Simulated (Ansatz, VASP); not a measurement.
# Two plane-wave programs on Ge2Sb2Te5

The input INCAR:

```
SYSTEM = Ge2Sb2Te5
  ALGO = Normal
  EDIFF = 1E-7
  ENCUT = 520
  GGA = PS
  ISIF = 2
  ISMEAR = 0
  LASPH = .TRUE.
  LCHARG = .FALSE.
  LREAL = .FALSE.
  LWAVE = .FALSE.
  NBANDS = 44
  NELM = 60
  PREC = Accurate
  SIGMA = 0.15
```

The input KPOINTS:

```
k-points
0
G
  11 11 3
  0 0 0
```

Contents of POSCAR:

```
Ge2Sb2Te5
1.0
   -4.2017346381      0.0000000000      0.0000000000
   -2.1008673191     -3.6388089366      0.0000000000
    0.0000000000      0.0000000000     19.1060817248
Ge Sb Te
2 2 5
Direct
    1.0000000000      1.0000000000      0.7503755738
    0.0000000000      0.0000000000      0.1449457155
    0.3333333333      0.3333333333      0.5521393346
    0.6666666667      0.6666666667      0.3431819547
    0.0000000000      0.0000000000      0.4476606447
    0.3333333333      0.3333333333      0.2516374481
    0.6666666667      0.6666666667      0.6436838413
    0.3333333333      0.3333333333      0.8243063509
    0.6666666667      0.6666666667      0.0710149385
```

Input for Ansatz:

```yaml
crystal:
  lattice:
    - [-4.2017346381, 0.0, 0.0]
    - [-2.1008673191, -3.6388089366, 0.0]
    - [0.0, 0.0, 19.1060817248]
  atoms:
    - { symbol: Ge, position: [1.0, 1.0, 0.7503755738] }
    - { symbol: Ge, position: [0.0, 0.0, 0.1449457155] }
    - { symbol: Sb, position: [0.3333333333, 0.3333333333, 0.5521393346] }
    - { symbol: Sb, position: [0.6666666667, 0.6666666667, 0.3431819547] }
    - { symbol: Te, position: [0.0, 0.0, 0.4476606447] }
    - { symbol: Te, position: [0.3333333333, 0.3333333333, 0.2516374481] }
    - { symbol: Te, position: [0.6666666667, 0.6666666667, 0.6436838413] }
    - { symbol: Te, position: [0.3333333333, 0.3333333333, 0.8243063509] }
    - { symbol: Te, position: [0.6666666667, 0.6666666667, 0.0710149385] }
basis:
  ecutwfc: 420
kpoints:
  mp_grid: { grid: [11, 11, 3] }
hamiltonian:
  xc: pbesol
scf:
  occupations: { method: gaussian, width: 0.15 }
output:
  forces: true
  stress: true
  eigenvalues: true
```

Alike in both runs: task single point; functional PBEsol; k mesh 11 × 11 × 3; occupations gaussian, width 0.15 eV; no spin polarisation.

|  | VASP | Ansatz |
| --- | --- | --- |
| version | VASP 6.6.1 | Ansatz 0.2.0 |
| potentials or method | VASP PAW PBE potentials, release 64 (Ge_d, Sb, Te), cutoff 520 eV | scalar-relativistic, plane waves, PAW |
| valence electrons in the cell | 68 | 138 |

```tsv
	VASP	Ansatz	Ansatz less VASP
gap on the k mesh at the Fermi level (eV)	0.13	0.14	+0.013
least direct gap on the mesh (eV)	0.38	0.38	-0.002
pressure (GPa)	-0.4	-0.4	-0.07
traceless stress, the component that is largest in VASP (GPa)	0.35	0.35	-0.006
rms of the force components (eV/Å)	0.017	0.024	+0.0064
```

VASP's potentials were made for PBE, not for PBEsol. Atom by atom the forces differ by 0.013 eV/Å (rms over components). The functional is the same, so the differences come from potentials, cutoffs and numerics. VASP's potentials hold 68 valence electrons a cell and Ansatz's 138, so a difference there can come from the potentials and not from the codes.

Neither program's run includes spin-orbit coupling.
